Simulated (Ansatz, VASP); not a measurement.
# Sb in VASP and in Ansatz

```
Sb
1.0
     2.17060    1.25320    3.87109
    -2.17060    1.25320    3.87109
     0.00000   -2.50640    3.87109
Sb
2
Cartesian
  0.0000 0.0000 2.6862
  0.0000 0.0000 8.9271
```

Alike in both runs: task single point; functional r2SCAN; k mesh 9 × 9 × 9; occupations methfessel-paxton of order 1, width 0.2 eV; no spin polarisation.

|  | VASP | Ansatz |
| --- | --- | --- |
| version | VASP 6.6.1 | Ansatz 0.2.0 |
| potentials or method | VASP PAW PBE potentials, release 64 (Sb), cutoff 520 eV | plane waves (500 eV) with PAW, scalar-relativistic |
| valence electrons in the cell | 10 | 30 |

```tsv
	VASP	Ansatz	Ansatz less VASP
pressure (GPa)	0.1	0.0	-0.10
traceless stress, the component that is largest in VASP (GPa)	-0.08	-0.04	+0.040
```

VASP's potentials were made for PBE, not for r2SCAN. VASP's potentials hold 10 valence electrons a cell and Ansatz's 30, so a difference there can come from the potentials and not from the codes.

Spin-orbit coupling is off throughout.
